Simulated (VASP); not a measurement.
# As (R-3m) in VASP: a series of runs, part 2 of 2

VASP 6.6.1. The steps go on from the part before.

## 4. Relaxation of cell and atoms, PBEsol

INCAR reads:

```
PREC = Accurate
ENCUT = 600
EDIFF = 1E-6
ISMEAR = 0
SIGMA = 0.1
LREAL = False
LASPH = True
NELM = 60
ALGO = Normal
ISIF = 3
LWAVE = False
LCHARG = False
GGA = PS
IBRION = 2
NSW = 100
EDIFFG = -0.002
```

KPOINTS reads:

```
Automatic mesh
0
Gamma
  15 15 15
```

POSCAR reads:

```
As
1.0
    1.8797500000      1.0852741700      3.4857666700
   -1.8797500000      1.0852741700      3.4857666700
    0.0000000000     -2.1705483400      3.4857666700
As
2
Direct
    0.2275400000      0.2275400000      0.2275400000
    0.7724600000      0.7724600000      0.7724600000
```

Potentials or basis: VASP PAW PBE potentials, release 64 (As).

Started as:

```bash
$ cat potpaw_PBE.64/As/POTCAR > POTCAR
$ mpirun -np 1 vasp_std > vasp.out
```

OUTCAR:

```text
PREC = Accurate
   ENCUT = 600
   EDIFF = 1E-6
   ISMEAR = 0
   LREAL = False
   LASPH = True
   NELM = 60
   ISIF = 3
   GGA = PS
   IBRION = 2
   NSW = 100
   EDIFFG = -0.002

 ion  position               nearest neighbor table
   1  0.228  0.228  0.228-   2 2.52   2 2.52   2 2.52
   2  0.772  0.772  0.772-   1 2.52   1 2.52   1 2.52

  LATTYP: Found a trigonal (rhomboedric) cell.
 ALAT       =     4.1063182249
 COS(alpha) =     0.5808929386

  Lattice vectors:

 A1 = (   1.8797500000,   1.0852741700,   3.4857666700)
 A2 = (  -1.8797500000,   1.0852741700,   3.4857666700)
 A3 = (   0.0000000000,  -2.1705483400,   3.4857666700)

Analysis of symmetry for initial positions (statically):
=====================================================================
 Subroutine PRICEL returns:
 Original cell was already a primitive cell.

 Routine SETGRP: Setting up the symmetry group for a
 trigonal (rhombohedral) supercell.

 Subroutine GETGRP returns: Found 12 space group operations
 (whereof 12 operations were pure point group operations)
 out of a pool of 12 trial point group operations.

The static configuration has the point symmetry D_3d.

Analysis of symmetry for dynamics (positions and initial velocities):
=====================================================================
 Subroutine PRICEL returns:
 Original cell was already a primitive cell.

 Routine SETGRP: Setting up the symmetry group for a
 trigonal (rhombohedral) supercell.

 Subroutine GETGRP returns: Found 12 space group operations
 (whereof 12 operations were pure point group operations)
 out of a pool of 12 trial point group operations.

The dynamic configuration has the point symmetry D_3d.

 Subroutine INISYM returns: Found 12 space group operations
 (whereof 12 operations are pure point group operations),
 and found     1 'primitive' translations

----------------------------------------------------------------------------------------

                                     Primitive cell

  volume of cell :      42.6667

  direct lattice vectors                    reciprocal lattice vectors
     1.879750000  1.085274170  3.485766670     0.265992818  0.153571025  0.095626978
    -1.879750000  1.085274170  3.485766670    -0.265992818  0.153571025  0.095626978
     0.000000000 -2.170548340  3.485766670     0.000000000 -0.307142050  0.095626978

  length of vectors
     4.106318225  4.106318225  4.106318226     0.321684252  0.321684252  0.321684252

  position of ions in fractional coordinates (direct lattice)
     0.227540000  0.227540000  0.227540000
     0.772460000  0.772460000  0.772460000

  ion indices of the primitive-cell ions
   primitive index   ion index
                 1           1
                 2           2

----------------------------------------------------------------------------------------

 KPOINTS: Automatic mesh

Automatic generation of k-mesh.
 Grid dimensions read from file:
 generate k-points for:   15   15   15

 Generating k-lattice:

[... 61 lines left out ...]
   EDIFF  = 0.1E-05   stopping-criterion for ELM
   LREAL  =      F    real-space projection
   EDIFFG = -.2E-02   stopping-criterion for IOM
   NSW    =    100    number of steps for IOM
   IBRION =      2    ionic relax: 0-MD 1-quasi-New 2-CG
   NFREE  =      1    steps in history (QN), initial steepest desc. (CG)
   ISIF   =      3    stress and relaxation
   ISYM   =      2    0-nonsym 1-usesym 2-fastsym
   POTIM  = 0.5000    time-step for ionic-motion
   TEBEG  =    0.0;   TEEND  =   0.0 temperature during run
   PSTRESS=    0.0 pullay stress
   NELECT =      10.0000    total number of electrons
   NUPDOWN=      -1.0000    fix difference up-down
   EMIN   =  10.00;   EMAX   =-10.00  energy-range for DOS
   EFERMI =   0.00;   METHOD = LEGACY
   ISMEAR =     0;   SIGMA  =   0.10  broadening in eV -4-tet -1-fermi 0-gaus
   EFERMI_NEDOS =   21; number of points for ismear=-14 and -15
   IALGO  =     38    algorithm
   IMIX   =      4    mixing-type and parameters
     AMIX     =   0.40;   BMIX     =  1.00
     AMIX_MAG =   1.60;   BMIX_MAG =  1.00
  volume/ion in A,a.u.               =      21.33       143.96
  Fermi-wavevector in a.u.,A,eV,Ry     =   1.009358  1.907410 13.861657  1.018803
  Thomas-Fermi vector in A             =   2.142281
   LORBIT       =      0    0 simple, 1 ext, 2 COOP (PROOUT), +10 PAW based schemes
   GGA     = PS    functional components
   LHFCALC =     F    Hartree Fock is set to
   AEXX    =    0.0000 exact exchange contribution
   IVDW    =     0    specifies the selected vdW correction
   LEPSILON=     F    determine dielectric tensor
   LRPA    =     F    only Hartree local field effects (RPA)
 conjugate gradient relaxation of ions
 non-spin polarized calculation
 Gauss-broadening in eV      SIGMA  =   0.10
  energy-cutoff  :      600.00
  volume of cell :       42.67
 maximum number of plane-waves:      1443
 NGX is ok and might be reduce to    36
   NGX = 17   NGY = 17   NGZ = 17

--------------------------------------- Ionic step        1  -------------------------------------------

 number of electron      10.0000000 magnetization

 Free energy of the ion-electron system (eV)
  ---------------------------------------------------
  ext. energy  EPLUGINS =         0.00000000
  ---------------------------------------------------
  free energy    TOTEN  =       -10.20427178 eV

  energy without entropy =      -10.20347501  energy(sigma->0) =      -10.20387339

------------------------ aborting loop because EDIFF is reached ----------------------------------------

  FORCE on cell =-STRESS in cart. coord.  units (eV):
  Direction    XX          YY          ZZ          XY          YZ          ZX
  --------------------------------------------------------------------------------------
  -------------------------------------------------------------------------------------
  Total        0.2564370      0.2564370     -0.0754347     -0.0000000     -0.0000000      0.0000000
  in kB        9.6294633      9.6294633     -2.8326490     -0.0000000     -0.0000000      0.0000000
  external PRESSURE =       5.4754259 kB  Pullay stress =       0.0000000 kB
[... 89 lines left out ...]
  FREE ENERGIE OF THE ION-ELECTRON SYSTEM (eV)
  ---------------------------------------------------
  free  energy   TOTEN  =       -10.2079413253 eV

  energy  without entropy=      -10.2072484477  energy(sigma->0) =      -10.20759489

[... ionic steps 4 to 17 ...]

--------------------------------------- Ionic step       18  -------------------------------------------

 number of electron      10.0000000 magnetization

------------------------ aborting loop because EDIFF is reached ----------------------------------------
[... 67 lines left out ...]
--------------------------------------- Ionic step       20  -------------------------------------------

 number of electron      10.0000000 magnetization

 Free energy of the ion-electron system (eV)
  ---------------------------------------------------
  ext. energy  EPLUGINS =         0.00000000
  ---------------------------------------------------
  free energy    TOTEN  =       -10.21523187 eV

  energy without entropy =      -10.21463601  energy(sigma->0) =      -10.21493394

 E-fermi :   5.6038     XC(G=0): -10.2633

 val. band max:        5.5936568414   @ k =   0.4000   0.2667   0.2667
 cond. band min:       5.6166976751   @ k =   0.3333   0.2000   0.2000
 fundamental gap:      0.0230408337
 Fermi energy:         5.6037978049

 k-point     1 :       0.0000    0.0000    0.0000
  band No.  band energies     occupation
      1      -9.5176      2.00000
      2       0.0417      2.00000
      3       3.2401      2.00000
      4       3.5424      2.00000
      5       3.5424      2.00000
      6       7.7236      0.00000
      7       8.7370      0.00000
      8       8.7370      0.00000
      9      12.0378      0.00000
[... 265 lines left out ...]
 k-point    24 :       0.2000    0.1333    0.0000
  band No.  band energies     occupation
      1      -9.0091      2.00000
      2      -1.4997      2.00000
      3       2.3941      2.00000
      4       2.8262      2.00000
      5       4.8496      2.00000
      6       6.6193      0.00000
      7       8.2171      0.00000
      8       9.1955      0.00000
      9      10.8836      0.00000

 [... further k-points ...]

------------------------ aborting loop because EDIFF is reached ----------------------------------------

  FORCE on cell =-STRESS in cart. coord.  units (eV):
  Direction    XX          YY          ZZ          XY          YZ          ZX
  --------------------------------------------------------------------------------------
  -------------------------------------------------------------------------------------
  Total        0.0029678      0.0029678      0.0021949     -0.0000000     -0.0000000      0.0000000
  in kB        0.1137452      0.1137452      0.0841231     -0.0000000     -0.0000000      0.0000000
  external PRESSURE =       0.1038712 kB  Pullay stress =       0.0000000 kB
[... 17 lines left out ...]
  FREE ENERGIE OF THE ION-ELECTRON SYSTEM (eV)
  ---------------------------------------------------
  free  energy   TOTEN  =       -10.2152318698 eV

  energy  without entropy=      -10.2146360066  energy(sigma->0) =      -10.21493394

 reached required accuracy - stopping structural energy minimisation
```

It took 26 min on 1 thread of Intel Xeon 8259CL, shared host; peak memory 0.33 GiB.

What came out:

| Quantity | Value |
| --- | --- |
| Free energy | -10.2152 eV |
| Relaxed volume | 20.90 Å³/atom |
| Relaxed cell | a = 4.012 Å, b = 4.012 Å, c = 4.012 Å, α = 56.33°, β = 56.33°, γ = 56.33° |
| Space group after relaxing (to 0.1 Å) | R-3m (No. 166) |
| Energy gained by relaxing | 5.5 meV/atom |
| Ionic steps | 20 |
| Pressure after relaxing | 0.0 GPa |
| Band gap on the k mesh | zero (bands 5 and 6 overlap by 0.13 eV) |

The path:
| step | energy change (eV) | largest force (eV/Å) | pressure (GPa) | volume (Å³) |
| --- | --- | --- | --- | --- |
| 1 | 0.0000 | 0.2381 | 0.55 | 42.67 |
| 2 | -0.0036 | 0.0027 | -0.99 | 43.12 |
| 3 | -0.0037 | 0.0364 | -0.76 | 43.05 |
| 4 | -0.0072 | 0.0164 | -0.52 | 42.64 |
| 5 | -0.0107 | 0.0195 | 0.08 | 41.82 |
| 6 | -0.0107 | 0.0240 | 0.18 | 41.71 |
| 7 | -0.0109 | 0.0203 | -0.11 | 41.81 |
| 8 | -0.0109 | 0.0211 | -0.05 | 41.79 |
| 9 | -0.0109 | 0.0084 | 0.09 | 41.74 |
| 10 | -0.0110 | 0.0038 | 0.03 | 41.76 |
| 11 | -0.0110 | 0.0015 | 0.00 | 41.79 |
| 12 | -0.0110 | 0.0013 | 0.00 | 41.79 |
| 13 | -0.0110 | 0.0008 | 0.00 | 41.80 |
| 14 | -0.0110 | 0.0003 | 0.01 | 41.81 |
| 15 | -0.0110 | 0.0001 | -0.02 | 41.83 |
| 16 | -0.0110 | 0.0000 | -0.02 | 41.82 |
| 17 | -0.0110 | 0.0002 | -0.03 | 41.82 |
| 18 | -0.0110 | 0.0003 | -0.03 | 41.81 |
| 19 | -0.0110 | 0.0023 | 0.00 | 41.80 |
| 20 | -0.0110 | 0.0017 | 0.01 | 41.80 |

Final structure:
```yaml
crystal:
  lattice:
    - [1.89399, 1.09350, 3.36405]
    - [-1.89399, 1.09350, 3.36405]
    - [0.00000, -2.18699, 3.36405]
  atoms:
    - { symbol: As, position: [0.23051, 0.23051, 0.23051] }
    - { symbol: As, position: [0.76949, 0.76949, 0.76949] }
```

Levels at points of the mesh, in eV from the Fermi level:
```csv
k point,band 2,band 3,band 4,band 5,band 6,band 7,band 8,band 9
"(0.00, 0.00, 0.00)",-5.56,-2.36,-2.06,-2.06,2.12,3.13,3.13,6.43
```

Caveat: the PAW data sets were made with another functional, which shifts forces and pressure a little.

## 5. The runs side by side

```tsv
task	cell	k mesh	cutoff (eV)	gap on the mesh (eV)	pressure (GPa)	largest force (eV/Å)
single point	a = 4.106 Å, angles 54.5°, 2 atoms, atomic positions A	6 × 6 × 6	520	none	0.4	0.12
single point	a = 4.014 Å, angles 56.2°, 2 atoms, atomic positions B	15 × 15 × 15	520	none	0.4	0.06
relaxation of cell and atoms	relaxed from a = 4.106 Å, angles 54.5°, 2 atoms, atomic positions A	15 × 15 × 15	600	none	0.0	-
```

Alike in all rows: level PBEsol; potentials or basis VASP PAW PBE potentials, release 64 (As); no spin polarisation; smearing gaussian 0.1 eV.

Caveats: the PAW data sets were made with another functional, which shifts forces and pressure a little.

Total energies depend on the potentials used, so only differences within one code and one set of settings carry meaning.

The gap in the log of VASP goes by the Fermi energy; the results here count the filled bands.